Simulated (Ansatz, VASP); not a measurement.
**One calculation of WS2, two programs**

```
W S
1.0
     3.18194    0.00000    0.00000
    -1.59097    2.75564    0.00000
     0.00000    0.00000   13.07107
W S
2 4
Direct
  0.33333 0.66667 0.25000
  0.66667 0.33333 0.75000
  0.33333 0.66667 0.63068
  0.66667 0.33333 0.13068
  0.33333 0.66667 0.86932
  0.66667 0.33333 0.36932
```

Alike in both runs: functional r2SCAN; k mesh 12 × 12 × 2; occupations gaussian, width 0.02 eV; no spin polarisation.

Ansatz relaxed the structure, and its values are those at the end. VASP's run is a single point on that final structure, the one shown.

|  | VASP | Ansatz |
| --- | --- | --- |
| version | VASP 6.6.1 | Ansatz 0.2.0 |
| potentials or method | VASP PAW PBE potentials, release 64 (W_sv, S), cutoff 520 eV | scalar-relativistic, plane waves, PAW |
| valence electrons in the cell | 52 | 52 |

Ansatz gave:

- gap on the k mesh at the Fermi level (eV): 1.37
- least direct gap on the mesh (eV): 1.88
- pressure (GPa): 0.0
- rms of the force components (eV/Å): 0.000

Estimate VASP's values.

gap on the k mesh at the Fermi level (eV): 1.38; least direct gap on the mesh (eV): 1.88; pressure (GPa): 0.1; rms of the force components (eV/Å): 0.007.

VASP's potentials were made for PBE, not for r2SCAN.

Spin-orbit coupling is off throughout.
